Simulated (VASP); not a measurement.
Here is a VASP 6.6.1 calculation.

INCAR

```
SYSTEM = Sn
  ALGO = Fast
  EDIFF = 1E-6
  ENCUT = 520
  GGA = PS
  ISIF = 2
  ISMEAR = 0
  LASPH = .TRUE.
  LCHARG = .FALSE.
  LREAL = .FALSE.
  LWAVE = .FALSE.
  NBANDS = 21
  NELM = 100
  PREC = Accurate
  SIGMA = 0.15
```

KPOINTS

```
k-points
0
G
  20 20 12
  0 0 0
```

File POSCAR:

```
Sn
1.0
   -1.8723950223      1.8723950223      1.8723950223
    1.8723950223     -1.8723950223      1.8723950223
    3.7447900446      3.7447900446      0.0000000000
Sn
2
Direct
    0.0660884510     -0.0660884510      0.0000000000
    0.4339115490      0.5660884510      0.5000000000
```

Potentials or basis: VASP PAW PBE potentials, release 64 (Sn_d).

The run is started by

```console
$ cat potpaw_PBE.64/Sn_d/POTCAR > POTCAR
$ mpirun -np 1 vasp_std > vasp.out
```

(1) Estimate the band gap on the k mesh.

(2) What does it give for the largest force?

Results:

(1) zero (bands 14 and 15 overlap by 6.66 eV).

(2) 0.047 eV/Å.

Caveat: the cell differs from its parent crystal (atoms displaced along a vibrational mode); the PAW data sets were made with another functional, which shifts forces and pressure a little; spin-orbit coupling is left out, which moves the levels of the heavy elements.
